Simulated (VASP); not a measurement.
Runs of VASP 6.6.1 on Li4SiN. The structure is that of space group P4/mmm (No. 123), or close to it. The cells are those of the table. 

```csv
task,spin,cell,k mesh,cutoff (eV),gap on the mesh (eV),pressure (GPa),relaxed volume (Å³/atom),largest force (eV/Å)
relaxation of cell and atoms,off,"relaxed from a = 5.741, b = 5.741, c = 2.446 Å, 6 atoms",8 × 8 × 16,600,none,0.0,13.61,-
single point,"collinear, ferromagnetic start","a = 5.741, b = 5.741, c = 2.446 Å, 6 atoms",4 × 4 × 8,520,none,-,-,(a)
relaxation of cell and atoms,off,"relaxed from a = 5.742, b = 5.742, c = 2.494 Å, 6 atoms",4 × 4 × 6,600,none,-0.3,13.50,0.01
single point,off,"a = 5.741, b = 5.741, c = 2.446 Å, 6 atoms",4 × 4 × 6,520,none,-,-,0.01
single point,off,"a = 5.742, b = 5.742, c = 2.494 Å, 6 atoms",4 × 4 × 4,520,none,-,-,0.02
single point,off,"a = 5.706, b = 5.706, c = 2.520 Å, 6 atoms",8 × 8 × 16,520,none,-,-,0.01
```

Alike in all rows: level PBE; potentials or basis VASP PAW PBE potentials, release 64 (Li_sv, Si, N); smearing gaussian 0.1 eV.

**Question.** Fill in the values left out.

**Answer.** (a) 0.10.

Caveats: some runs use coarse meshes; the cutoff is under 1.25 times the usual one of these potentials, so pressure, stress and relaxed cells hold a basis-set (Pulay) error.

A gap of «none» marks levels without a gap at the run's occupations.
